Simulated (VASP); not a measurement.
Input of a VASP 6.6.1 run:

Contents of INCAR:

```
ALGO     = Normal         # electronic algorithm
EDIFF    = 1E-6           # SCF threshold, eV
ENCUT    = 520            # plane-wave cutoff, eV
GGA      = PE             # functional
ISIF     = 2              # what is computed and relaxed
ISMEAR   = 0              # smearing method
LASPH    = T              # aspherical terms in the spheres
LCHARG   = F              # write CHGCAR
LREAL    = F              # projectors in reciprocal space
LWAVE    = F              # write WAVECAR
NBANDS   = 24             # bands
NELM     = 60             # most SCF steps
PREC     = Accurate       # precision mode
SIGMA    = 0.1            # smearing width, eV
```

The input KPOINTS:

```
k-points
0
Gamma
  12 12 6
```

POSCAR

```
Li3ZrN2
1.0
    3.4446626685      0.0000000000      0.0000000000
   -1.7223313342      2.9831653784      0.0000000000
    0.0000000000      0.0000000000      8.4153818654
Li Zr N
3 1 2
Direct
    0.6666666667      0.3333333333      0.7590401210
    0.6666666667      0.3333333333      0.2409598790
    0.6666666667      0.3333333333      0.5000000000
    0.3333333333      0.6666666667      0.0000000000
    0.3333333333      0.6666666667      0.2414884271
    0.3333333333      0.6666666667      0.7585115729
```

Potentials or basis: VASP PAW PBE potentials, release 64 (Li_sv, Zr_sv, N).

Run with:

```bash
$ cat potpaw_PBE.64/Li_sv/POTCAR potpaw_PBE.64/Zr_sv/POTCAR potpaw_PBE.64/N/POTCAR > POTCAR
$ mpirun -np 1 vasp_std > vasp.out
```

Question: Estimate the band gap on the k mesh.

Answer: Zero (an odd number of electrons rules out a gap without spin polarisation).

Question: What does it give for the largest force?

Answer: 0.034 eV/Å.

Forces in eV/Å, atoms in the order of the input:
```
Li   0.000  0.000 -0.009
Li   0.000  0.000  0.009
Li   0.000  0.000  0.000
Zr   0.000  0.000  0.000
N    0.000  0.000  0.034
N    0.000  0.000 -0.034
```
